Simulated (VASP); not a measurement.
# Ti (I4/mmm) in VASP: further runs

Runs on Ti. Level: r2SCAN. Tasks: single point.

Everything below comes from runs of VASP 6.6.1. Logs are shortened: lines on timing, memory, paths and dates and some standing lists are left out, and cuts for length are marked.

## (1) The cell of the first run

It takes space group I4/mmm (No. 139, tetragonal). The conventional cell has a = 2.914 Å, b = 2.914 Å, c = 3.938 Å, α = 90.00°, β = 90.00°, γ = 90.00°. Within 4.2 Å of Ti (site symmetry 4/mmm) lie 18 Ti at 2.85 to 4.12 Å.

## (2) Single point, r2SCAN (strain +0.015 along x and y, -0.030 along z)

Input file POSCAR:

```
Ti
1.0
    0.0000000000      2.0604500000      1.9691000000
    2.0604500000      0.0000000000      1.9691000000
    2.0604500000      2.0604500000      0.0000000000
Ti
1
Direct
    0.0000000000      0.0000000000      0.0000000000
```

Input file INCAR.step1:

```
PREC     = Accurate       # precision mode
ENCUT    = 520            # plane-wave cutoff, eV
ISMEAR   = 0              # smearing method
SIGMA    = 0.15           # smearing width, eV
LREAL    = False          # projectors in reciprocal space
LASPH    = True           # aspherical terms in the spheres
NELM     = 60             # most SCF steps
NBANDS   = 12             # bands
GGA      = PE             # functional
ALGO     = Normal         # electronic algorithm
EDIFF    = 1E-4           # SCF threshold, eV
LWAVE    = True           # write WAVECAR
LCHARG   = False          # write CHGCAR
```

Input file INCAR.step2:

```
PREC     = Accurate       # precision mode
ENCUT    = 520            # plane-wave cutoff, eV
EDIFF    = 1E-7           # SCF threshold, eV
ISMEAR   = 0              # smearing method
SIGMA    = 0.15           # smearing width, eV
LREAL    = False          # projectors in reciprocal space
LASPH    = True           # aspherical terms in the spheres
NELM     = 60             # most SCF steps
ALGO     = Normal         # electronic algorithm
ISIF     = 2              # what is computed and relaxed
LWAVE    = False          # write WAVECAR
LCHARG   = False          # write CHGCAR
METAGGA  = R2SCAN         # meta-GGA
LMIXTAU  = True         
NBANDS   = 12             # bands
ISTART   = 1
```

Input file KPOINTS:

```
Automatic mesh
0
Gamma
  20 20 20
```

Potentials or basis: VASP PAW PBE potentials, release 64 (Ti_sv).

The run is started by

```console
cat potpaw_PBE.64/Ti_sv/POTCAR > POTCAR
cp INCAR.step1 INCAR
mpirun -np 1 vasp_std > vasp.out
cp INCAR.step2 INCAR
mpirun -np 1 vasp_std > vasp.out
```

OUTCAR:

```text
PREC = Accurate
   ENCUT = 520
   EDIFF = 1E-7
   ISMEAR = 0
   LREAL = False
   LASPH = True
   NELM = 60
   ISIF = 2
   METAGGA = R2SCAN
   ISTART = 1

 ion  position               nearest neighbor table
   1  0.000  0.000  0.000-

  LATTYP: Found a body centered tetragonal cell.
 ALAT       =     2.9139163346
 C/A-ratio  =     1.3515144389

  Lattice vectors:

 A1 = (   0.0000000000,  -2.0604500000,  -1.9691000000)
 A2 = (   0.0000000000,   2.0604500000,  -1.9691000000)
 A3 = (   2.0604500000,   0.0000000000,   1.9691000000)

Analysis of symmetry for initial positions (statically):
=====================================================================
 Subroutine PRICEL returns:
 Original cell was already a primitive cell.

 Routine SETGRP: Setting up the symmetry group for a
 body centered tetragonal supercell.

 Subroutine GETGRP returns: Found 16 space group operations
 (whereof 16 operations were pure point group operations)
 out of a pool of 16 trial point group operations.

The static configuration has the point symmetry D_4h.

Analysis of symmetry for dynamics (positions and initial velocities):
=====================================================================
 Subroutine PRICEL returns:
 Original cell was already a primitive cell.

 Routine SETGRP: Setting up the symmetry group for a
 body centered tetragonal supercell.

 Subroutine GETGRP returns: Found 16 space group operations
 (whereof 16 operations were pure point group operations)
 out of a pool of 16 trial point group operations.

The dynamic configuration has the point symmetry D_4h.

 Subroutine INISYM returns: Found 16 space group operations
 (whereof 16 operations are pure point group operations),
 and found     1 'primitive' translations

----------------------------------------------------------------------------------------

                                     Primitive cell

  volume of cell :      16.7194

  direct lattice vectors                    reciprocal lattice vectors
     0.000000000  2.060450000  1.969100000    -0.242665437  0.242665437  0.253923112
     2.060450000  0.000000000  1.969100000     0.242665437 -0.242665437  0.253923112
     2.060450000  2.060450000  0.000000000     0.242665437  0.242665437 -0.253923112

  length of vectors
     2.850054212  2.850054212  2.913916335     0.426907456  0.426907456  0.426907456

  position of ions in fractional coordinates (direct lattice)
     0.000000000  0.000000000  0.000000000

  ion indices of the primitive-cell ions
   primitive index   ion index
                 1           1

----------------------------------------------------------------------------------------

 KPOINTS: Automatic mesh

Automatic generation of k-mesh.
 Grid dimensions read from file:
 generate k-points for:   20   20   20

 Generating k-lattice:

  Cartesian coordinates                     Fractional coordinates (reciprocal lattice)
    -0.012133272  0.012133272  0.012696156     0.050000000 -0.000000000  0.000000000
     0.012133272 -0.012133272  0.012696156    -0.000000000  0.050000000  0.000000000
     0.012133272  0.012133272 -0.012696156     0.000000000  0.000000000  0.050000000

  Length of vectors
     0.021345373  0.021345373  0.021345373

  Shift w.r.t. Gamma in fractional coordinates (k-lattice)
     0.000000000  0.000000000  0.000000000

 Subroutine IBZKPT returns following result:
 ===========================================

 Found    641 irreducible k-points:

 Following reciprocal coordinates:
            Coordinates               Weight
  0.000000  0.000000  0.000000      1.000000
  0.050000  0.000000  0.000000      8.000000
  0.100000 -0.000000  0.000000      8.000000
  0.150000 -0.000000  0.000000      8.000000
  0.200000 -0.000000  0.000000      8.000000
  0.250000  0.000000  0.000000      8.000000
[... 16 lines left out ...]
 -0.400000  0.050000  0.000000      8.000000
 -0.350000  0.050000  0.000000      8.000000
 [... further k-points ...]
   k-points           NKPTS =    641   k-points in BZ     NKDIM =    641   number of bands    NBANDS=     12
   number of dos      NEDOS =    301   number of ions     NIONS =      1
   total plane-waves  NPLWV =  13824
   dimension x,y,z NGX =    24 NGY =   24 NGZ =   24
   dimension x,y,z NGXF=    48 NGYF=   48 NGZF=   48
   ions per type =               1
   NGX,Y,Z   is equivalent  to a cutoff of  14.00, 14.00, 13.69 a.u.
   NGXF,Y,Z  is equivalent  to a cutoff of  28.00, 28.00, 27.39 a.u.
 SYSTEM =  unknown system
   PREC   = accura    normal or accurate (medium, high low for compatibility)
   ISTART =      1    job   : 0-new  1-cont  2-samecut
   ICHARG =      0    charge: 1-file 2-atom 10-const
   ISPIN  =      1    spin polarized calculation?
   LNONCOLLINEAR =      F non collinear calculations
   LSORBIT =      F    spin-orbit coupling
   LASPH  =      T    aspherical Exc in radial PAW
   ENCUT  =  520.0 eV  38.22 Ry    6.18 a.u.   5.30  5.30  5.42*2*pi/ulx,y,z
   NELM   =     60;   NELMIN=  2; NELMDL=  0     # of ELM steps
   EDIFF  = 0.1E-06   stopping-criterion for ELM
   LREAL  =      F    real-space projection
   EDIFFG = 0.1E-05   stopping-criterion for IOM
   NSW    =      0    number of steps for IOM
   IBRION =     -1    ionic relax: 0-MD 1-quasi-New 2-CG
   NFREE  =      0    steps in history (QN), initial steepest desc. (CG)
   ISIF   =      2    stress and relaxation
   ISYM   =      2    0-nonsym 1-usesym 2-fastsym
   POTIM  = 0.5000    time-step for ionic-motion
   TEBEG  =    0.0;   TEEND  =   0.0 temperature during run
   PSTRESS=    0.0 pullay stress
   NELECT =      12.0000    total number of electrons
   NUPDOWN=      -1.0000    fix difference up-down
   EMIN   =  10.00;   EMAX   =-10.00  energy-range for DOS
   EFERMI =   0.00;   METHOD = LEGACY
   ISMEAR =     0;   SIGMA  =   0.15  broadening in eV -4-tet -1-fermi 0-gaus
   EFERMI_NEDOS =   21; number of points for ismear=-14 and -15
   IALGO  =     38    algorithm
   IMIX   =      4    mixing-type and parameters
     AMIX     =   0.40;   BMIX     =  1.00
     AMIX_MAG =   1.60;   BMIX_MAG =  1.00
  volume/ion in A,a.u.               =      16.72       112.83
  Fermi-wavevector in a.u.,A,eV,Ry     =   1.465755  2.769875 29.231254  2.148437
  Thomas-Fermi vector in A             =   2.581574
   LORBIT       =      0    0 simple, 1 ext, 2 COOP (PROOUT), +10 PAW based schemes
   METAGGA = R2SCAN    functional components
   LHFCALC =     F    Hartree Fock is set to
   AEXX    =    0.0000 exact exchange contribution
   IVDW    =     0    specifies the selected vdW correction
   LEPSILON=     F    determine dielectric tensor
   LRPA    =     F    only Hartree local field effects (RPA)
 non-spin polarized calculation
 Gauss-broadening in eV      SIGMA  =   0.15
  energy-cutoff  :      520.00
  volume of cell :       16.72
 maximum number of plane-waves:       471
 NGX is ok and might be reduce to    24
   NGX = 11   NGY = 11   NGZ = 11

 number of electron      12.0000004 magnetization

 Free energy of the ion-electron system (eV)
  ---------------------------------------------------
  ext. energy  EPLUGINS =         0.00000000
  ---------------------------------------------------
  free energy    TOTEN  =       -12.87509635 eV

  energy without entropy =      -12.85759101  energy(sigma->0) =      -12.86634368

 E-fermi :   8.6448     XC(G=0): -12.6076

 val. band max:        8.6436738882   @ k =   0.5000   0.1000   0.0000
 cond. band min:       8.6459626584   @ k =  -0.3000   0.3500   0.2500
 fundamental gap:      0.0022887702
 Fermi energy:         8.6447884338

 k-point     1 :       0.0000    0.0000    0.0000
  band No.  band energies     occupation
      1     -50.3258      2.00000
      2     -25.0835      2.00000
      3     -25.0835      2.00000
      4     -25.0814      2.00000
      5       2.0950      2.00000
      6       9.5687      0.00000
      7       9.5687      0.00000
      8       9.9213      0.00000
      9      11.3483      0.00000
     10      11.7572      0.00000
     11      24.6723      0.00000
     12      29.3101      0.00000

 k-point     2 :       0.0500    0.0000    0.0000
  band No.  band energies     occupation
      1     -50.3222      2.00000
      2     -25.1029      2.00000
      3     -25.0865      2.00000
      4     -25.0840      2.00000
      5       2.1824      2.00000
      6       9.5409      0.00000
      7       9.6003      0.00000
      8       9.9223      0.00000
      9      11.3305      0.00000
     10      11.7310      0.00000
     11      24.7512      0.00000
     12      28.7918      0.00000

 k-point     3 :       0.1000   -0.0000    0.0000
  band No.  band energies     occupation
      1     -50.3117      2.00000
      2     -25.1611      2.00000
      3     -25.0953      2.00000
      4     -25.0895      2.00000
      5       2.4397      2.00000
      6       9.4238      0.00000
      7       9.6836      0.00000
      8       9.9638      0.00000
      9      11.2911      0.00000
     10      11.6640      0.00000
     11      24.9240      0.00000
     12      27.5103      0.00000
[... 286 lines left out ...]
 k-point    23 :      -0.4000    0.0500    0.0000
  band No.  band energies     occupation
      1     -50.1843      2.00000
      2     -25.8127      2.00000
      3     -25.1954      2.00000
      4     -25.1729      2.00000
      5       5.7375      2.00000
      6       8.8145      0.10956
      7       9.5004      0.00000
      8       9.8319      0.00000
      9      12.4200      0.00000
     10      12.6135      0.00000
     11      18.4644      0.00000
     12      24.2008      0.00000

 k-point    24 :      -0.3500    0.0500    0.0000
  band No.  band energies     occupation
      1     -50.1995      2.00000
      2     -25.7367      2.00000
      3     -25.1807      2.00000
      4     -25.1682      2.00000
      5       5.4058      2.00000
      6       8.6326      1.09114
      7       9.5966      0.00000
      8       9.8913      0.00000
      9      12.0951      0.00000
     10      12.4223      0.00000
     11      19.5125      0.00000
     12      24.5570      0.00000

 [... further k-points ...]

------------------------ aborting loop because EDIFF is reached ----------------------------------------

  FORCE on cell =-STRESS in cart. coord.  units (eV):
  Direction    XX          YY          ZZ          XY          YZ          ZX
  --------------------------------------------------------------------------------------
  -------------------------------------------------------------------------------------
  Total        0.4609306      0.4609306      0.6142715      0.0000000      0.0000000      0.0000000
  in kB       44.1696694     44.1696694     58.8638962      0.0000000      0.0000000      0.0000000
  external PRESSURE =      49.0677450 kB  Pullay stress =       0.0000000 kB

 VOLUME and BASIS-vectors are now :
 -----------------------------------------------------------------------------
  energy-cutoff  :      520.00
  volume of cell :       16.72
      direct lattice vectors                 reciprocal lattice vectors
     0.000000000  2.060450000  1.969100000    -0.242665437  0.242665437  0.253923112
     2.060450000  0.000000000  1.969100000     0.242665437 -0.242665437  0.253923112
     2.060450000  2.060450000  0.000000000     0.242665437  0.242665437 -0.253923112

 POSITION                                       TOTAL-FORCE (eV/Angst)
 -----------------------------------------------------------------------------------
      0.00000      0.00000      0.00000        -0.000000      0.000000      0.000000
 -----------------------------------------------------------------------------------
    total drift:                               -0.000000      0.000000     -0.000000

  FREE ENERGIE OF THE ION-ELECTRON SYSTEM (eV)
  ---------------------------------------------------
  free  energy   TOTEN  =       -12.8750963525 eV

  energy  without entropy=      -12.8575910130  energy(sigma->0) =      -12.86634368
```

It took 6.8 min on 1 thread of Intel Xeon Platinum 8488C (Sapphire Rapids), shared host; peak memory 0.25 GiB.

What came out:

```yaml
Free_energy: -12.8751 eV
Pressure: 4.9 GPa
Band_gap_on_the_k_mesh: zero (bands 6 and 7 overlap by 1.51 eV)
```

Levels at points of the mesh, in eV from the Fermi level:
```csv
k point,band 3,band 4,band 5,band 6,band 7,band 8,band 9,band 10
"(0.00, 0.00, 0.00)",-33.73,-33.73,-6.55,0.92,0.92,1.28,2.70,3.11
"(0.50, 0.00, 0.00)",-33.85,-33.80,-2.79,0.56,0.74,1.17,3.91,4.10
"(0.50, 0.50, 0.00)",-34.04,-34.04,-2.79,-1.98,3.65,4.06,4.27,4.27
"(0.50, 0.00, 0.50)",-34.01,-33.95,-2.79,-1.82,2.69,4.05,4.12,4.39
```

Caveat: the cell differs from its parent crystal (strain +0.015 along x and y, -0.030 along z); the cell stands under pressure; the PAW data sets were made with another functional, which shifts forces and pressure a little.

## (3) Single point, r2SCAN (strain +0.030 along x and y, -0.030 along z)

Input file POSCAR:

```
Ti
1.0
    0.0000000000      2.0909000000      1.9691000000
    2.0909000000      0.0000000000      1.9691000000
    2.0909000000      2.0909000000      0.0000000000
Ti
1
Direct
    0.0000000000      0.0000000000      0.0000000000
```

Input file INCAR.step1:

```
  PREC = Accurate
  ENCUT = 520
  ISMEAR = 0
  SIGMA = 0.15
  LREAL = F
  LASPH = T
  NELM = 60
  NBANDS = 12
  GGA = PE
  ALGO = Normal
  EDIFF = 1E-4
  LWAVE = T
  LCHARG = F
```

Input file INCAR.step2:

```
  PREC = Accurate
  ENCUT = 520
  EDIFF = 1E-6
  ISMEAR = 0
  SIGMA = 0.15
  LREAL = F
  LASPH = T
  NELM = 60
  ALGO = Normal
  ISIF = 2
  LWAVE = F
  LCHARG = F
  METAGGA = R2SCAN
  LMIXTAU = T
  NBANDS = 12
  ISTART = 1
```

KPOINTS is that of step 2.

Potentials or basis: VASP PAW PBE potentials, release 64 (Ti_sv).

The run is started by

```console
cat potpaw_PBE.64/Ti_sv/POTCAR > POTCAR
cp INCAR.step1 INCAR
mpirun -np 1 vasp_std > vasp.out
cp INCAR.step2 INCAR
mpirun -np 1 vasp_std > vasp.out
```

It took 7.3 min on 1 thread of Intel Xeon Platinum 8488C (Sapphire Rapids), shared host; peak memory 0.25 GiB.

Results (log left out):

- Free energy: -12.8832 eV
- Pressure: 1.3 GPa
- Band gap on the k mesh: zero (bands 6 and 7 overlap by 1.44 eV)

Stress tensor (GPa, compression positive):
```
0.67 0.00 0.00
0.00 0.67 0.00
0.00 0.00 2.62
```

Levels at points of the mesh, in eV from the Fermi level:
```
           k point  band 4  band 5  band 6  band 7  band 8  band 9
(0.00, 0.00, 0.00)  -33.81   -6.48    0.88    0.88    1.33    2.56
(0.50, 0.00, 0.00)  -33.88   -2.72    0.49    0.67    1.23    3.75
(0.50, 0.50, 0.00)  -34.11   -2.66   -1.92    3.71    3.93    4.13
(0.50, 0.00, 0.50)  -34.01   -2.68   -1.70    2.46    3.91    3.93
```

Caveat: the cell differs from its parent crystal (strain +0.030 along x and y, -0.030 along z); the PAW data sets were made with another functional, which shifts forces and pressure a little.
